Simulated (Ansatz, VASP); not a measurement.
Os in VASP and in Ansatz

File INCAR:

```
SYSTEM = Os
  PREC = Accurate
  ENCUT = 600
  EDIFF = 1E-7
  ISMEAR = -1
  SIGMA = 0.05
  LREAL = .False.
  LASPH = .True.
  NELM = 100
  ALGO = Normal
  ISIF = 3
  LWAVE = .False.
  LCHARG = .False.
  GGA = B5
  ALDAX = 1.0
  AGGAX = 1.0
  AGGAC = 1.0
  ALDAC = 0.0
  IBRION = 2
  NSW = 80
  EDIFFG = -0.02
```

The input KPOINTS:

```
regular mesh
0
Gamma
  11 11 6
  0 0 0
```

Contents of POSCAR:

```
Os
1.0
    2.7341000000      0.0000000000      0.0000000000
   -1.3670500000      2.3678000565      0.0000000000
    0.0000000000      0.0000000000      4.3197000000
Os
2
Direct
    0.6666666667      0.3333333333      0.7500000000
    0.3333333333      0.6666666667      0.2500000000
```

The input input.yaml:

```yaml
crystal:
  lattice:
    - [2.7341, 0.0, 0.0]
    - [-1.36705, 2.3678000565, 0.0]
    - [0.0, 0.0, 4.3197]
  atoms:
    - { symbol: Os, position: [0.6666666667, 0.3333333333, 0.75] }
    - { symbol: Os, position: [0.3333333333, 0.6666666667, 0.25] }
kpoints:
  mp_grid: { grid: [11, 11, 6] }
scf:
  occupations: { method: fermi_dirac, width: 0.05 }
hamiltonian:
  xc: blyp
  pseudopotentials: { kind: all_electron, lapw: { basis_error: 0.001 } }
output:
  forces: true
  stress: true
relax:
  f_tol: 0.02
  max_steps: 60
  cell: {}
```

Alike in both runs: task relaxation of cell and atoms; functional BLYP; k mesh 11 × 11 × 6; occupations fermi-dirac, width 0.05 eV; no spin polarisation.

|  | VASP | Ansatz |
| --- | --- | --- |
| version | VASP 6.6.1 | Ansatz 0.2.0 |
| potentials or method | VASP PAW PBE potentials, release 64 (Os), cutoff 600 eV | all-electron LAPW, scalar-relativistic |

|  | VASP | Ansatz | Ansatz less VASP |
| --- | --- | --- | --- |
| relaxed volume (Å³/atom) | 15.02 | 14.91 | -0.108 |
| relaxed cell length with the largest relative difference (Å) | 2.803 | 2.796 | -0.0068 |

VASP's potentials were made for PBE, not for BLYP. Ansatz ran all-electron here, and VASP with PAW potentials.

Neither program's run includes spin-orbit coupling.
